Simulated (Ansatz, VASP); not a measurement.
## Two plane-wave programs on Cu

File INCAR:

```
AGGAC    = 1.0          
AGGAX    = 1.0          
ALDAC    = 0.0          
ALDAX    = 1.0          
ALGO     = Normal         # electronic algorithm
EDIFF    = 1E-6           # SCF threshold, eV
ENCUT    = 520            # plane-wave cutoff, eV
GGA      = B5             # functional
ISIF     = 2              # what is computed and relaxed
ISMEAR   = -1             # smearing method
LASPH    = True           # aspherical terms in the spheres
LCHARG   = True           # write CHGCAR
LELF     = True           # ELF
LREAL    = False          # projectors in reciprocal space
LVHAR    = True         
LWAVE    = False          # write WAVECAR
NBANDS   = 18             # bands
NELM     = 100            # most SCF steps
PREC     = Accurate       # precision mode
SIGMA    = 0.1            # smearing width, eV
```

Contents of KPOINTS:

```
k-points
0
Gamma
  15 15 8
```

The input POSCAR:

```
Cu
1.0
    2.6854075345      0.0000000000      0.0000000000
   -1.3427037672      2.3256311444      0.0000000000
    0.0000000000      0.0000000000      4.4018181150
Cu
2
Direct
    0.3333333333      0.6666666667      0.2500000000
    0.6666666667      0.3333333333      0.7500000000
```

Input for Ansatz:

```yaml
crystal:
  lattice:
    - [2.6854075345, 0.0, 0.0]
    - [-1.3427037672, 2.3256311444, 0.0]
    - [0.0, 0.0, 4.401818115]
  atoms:
    - { symbol: Cu, position: [0.3333333333, 0.6666666667, 0.25] }
    - { symbol: Cu, position: [0.6666666667, 0.3333333333, 0.75] }
hamiltonian:
  xc: blyp
  pseudopotentials:
    kind: paw
    azcp:
      Cu: "pseudopotentials/Cu.paw.azcp"
basis:
  ecutwfc: 420
  fft_grid_basis: typed
kpoints:
  mp_grid: { grid: [15, 15, 8], shift: [0, 0, 0] }
magnetization:
  spin_polarized: false
scf:
  occupations: { method: fermi_dirac, width: 0.1 }
  lower_state_search: "off"
output:
  stress: true
```

Alike in both runs: task single point; functional BLYP; k mesh 15 × 15 × 8; occupations fermi-dirac, width 0.1 eV; no spin polarisation.

```csv
,VASP,Ansatz
version,VASP 6.6.1,Ansatz 0.2.0
potentials or method,"VASP PAW PBE potentials, release 64 (Cu), cutoff 520 eV","plane waves (420 eV) with PAW, scalar-relativistic"
valence electrons in the cell,22,38
```

```csv
,VASP,Ansatz,Ansatz less VASP
pressure (GPa),-6.8,-7.3,-0.54
"traceless stress, the component that is largest in VASP (GPa)",0.72,0.74,+0.022
```

VASP's potentials were made for PBE, not for BLYP. With one functional, cell and mesh, what is left measures potentials, basis and numerics. VASP's potentials hold 22 valence electrons a cell and Ansatz's 38, so a difference there can come from the potentials and not from the codes.
